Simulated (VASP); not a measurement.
A run of VASP 6.6.1 is set up as follows.

The input INCAR:

```
SYSTEM = KCdCO3F
ALGO     = Normal         ! electronic algorithm
EDIFF    = 1E-7           ! SCF threshold, eV
EDIFFG   = -0.005         ! ionic threshold
ENCUT    = 600            ! plane-wave cutoff, eV
GGA      = PE             ! functional
IBRION   = 2              ! ionic algorithm
ISIF     = 3              ! what is computed and relaxed
ISMEAR   = 0              ! smearing method
LASPH    = .True.         ! aspherical terms in the spheres
LCHARG   = .False.        ! write CHGCAR
LREAL    = .False.        ! projectors in reciprocal space
LWAVE    = .False.        ! write WAVECAR
NELM     = 100            ! most SCF steps
NSW      = 100            ! ionic steps
PREC     = Accurate       ! precision mode
SIGMA    = 0.02           ! smearing width, eV
```

KPOINTS

```
k-points
0
Gamma
  6 6 6
  0 0 0
```

File POSCAR:

```
KCdCO3F
1.0
    5.1330249292      0.0000000000      0.0000000000
   -2.5665124646      4.4453299870      0.0000000000
    0.0000000000      0.0000000000      4.4817547132
K Cd C O F
1 1 1 3 1
Direct
    0.0000000000      0.0000000000      0.0000000000
    0.6666666667      0.3333333333      0.5000000000
    0.3333333333      0.6666666667      0.5000000000
    0.1878797143      0.3757594285      0.5000000000
    0.1878797143      0.8121202857      0.5000000000
    0.6242405715      0.8121202857      0.5000000000
    0.6666666667      0.3333333333      0.0000000000
```

Potentials or basis: VASP PAW PBE potentials, release 64 (K_sv, Cd, C, O, F).

Command:

```sh
$ cat potpaw_PBE.64/K_sv/POTCAR potpaw_PBE.64/Cd/POTCAR potpaw_PBE.64/C/POTCAR potpaw_PBE.64/O/POTCAR potpaw_PBE.64/F/POTCAR > POTCAR
$ mpirun -np 1 vasp_std > vasp.out
```

Problem. Predict the band gap on the k mesh.

Solution. 1.75 eV, indirect (the least direct gap lies 3.9 meV higher).

Problem. Predict the space group after relaxing (to 0.05 Å).

Solution. P-6m2 (No. 187).

Problem. What does it give for the relaxed cell?

Solution. a = 5.131 Å, b = 5.131 Å, c = 4.500 Å, α = 90.00°, β = 90.00°, γ = 120.00°.

Problem. Predict the relaxed volume.

Solution. 14.66 Å³/atom.

Final structure:
```xyz
7
Lattice="5.1314 0.0000 0.0000 -2.5657 4.4439 0.0000 0.0000 0.0000 4.4995" Properties=species:S:1:pos:R:3 pbc="T T T"
K     0.0000    0.0000    4.4995
Cd    2.5657    1.4813    2.2498
C     0.0000    2.9626    2.2498
O     0.0000    1.6656    2.2498
O    -1.1232    3.6111    2.2498
O     1.1232    3.6111    2.2498
F     2.5657    1.4813    4.4995
```

A k mesh can miss the band edges. PBE usually gives volumes a little too large and moduli too small.
